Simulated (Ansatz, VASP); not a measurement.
AlN in VASP and in Ansatz

The input INCAR:

```
SYSTEM = AlN
PREC = Accurate
ENCUT = 520
EDIFF = 1E-6
ISMEAR = 0
SIGMA = 0.05
LREAL = .FALSE.
LASPH = .TRUE.
NELM = 100
ALGO = Normal
ISIF = 2
LWAVE = .FALSE.
LCHARG = .TRUE.
GGA = RE
LELF = .TRUE.
LVHAR = .TRUE.
NBANDS = 16
```

KPOINTS

```
regular mesh
0
G
  10 10 6
  0 0 0
```

File POSCAR:

```
AlN
1.0
    3.1130000000      0.0000000000      0.0000000000
   -1.5565000000      2.6959370820      0.0000000000
    0.0000000000      0.0000000000      4.9810000000
Al N
2 2
Direct
    0.6669120000      0.3362360000      0.4998430000
    0.3268940000      0.6678470000     -0.0018600000
    0.6696610000      0.3331100000      0.8779580000
    0.3369420000      0.6692960000      0.3828520000
```

The input input.yaml:

```yaml
crystal:
  lattice:
    - [3.113, 0.0, 0.0]
    - [-1.5565, 2.695937082, 0.0]
    - [0.0, 0.0, 4.981]
  atoms:
    - { symbol: Al, position: [0.666912, 0.336236, 0.499843] }
    - { symbol: Al, position: [0.326894, 0.667847, -0.00186] }
    - { symbol: "N", position: [0.669661, 0.33311, 0.877958] }
    - { symbol: "N", position: [0.336942, 0.669296, 0.382852] }
hamiltonian:
  xc: revpbe
  pseudopotentials: { kind: paw }
kpoints:
  mp_grid: { grid: [10, 10, 6] }
scf:
  occupations: { method: gaussian, width: 0.05 }
output:
  forces: true
  stress: true
  eigenvalues: true
```

Alike in both runs: task single point; functional revPBE; k mesh 10 × 10 × 6; occupations gaussian, width 0.05 eV; no spin polarisation.

```csv
,VASP,Ansatz
version,VASP 6.6.1,Ansatz 0.2.0
potentials or method,"VASP PAW PBE potentials, release 64 (Al, N)",Ansatz PAW
plane-wave cutoff (eV),520,420
valence electrons in the cell,16,16
```

|  | VASP | Ansatz | Ansatz less VASP |
| --- | --- | --- | --- |
| gap on the k mesh at the Fermi level (eV) | 4.23 | 4.21 | -0.022 |
| least direct gap on the mesh (eV) | 4.23 | 4.21 | -0.022 |
| pressure (GPa) | 6.0 | 6.6 | +0.58 |
| traceless stress, the component that is largest in VASP (GPa) | 0.88 | 0.88 | +0.005 |
| rms of the force components (eV/Å) | 0.249 | 0.249 | +0.0002 |

VASP's potentials were made for PBE, not for revPBE. Atom by atom the forces differ by 0.001 eV/Å (rms over components). With one functional, cell and mesh, what is left measures potentials, basis and numerics.
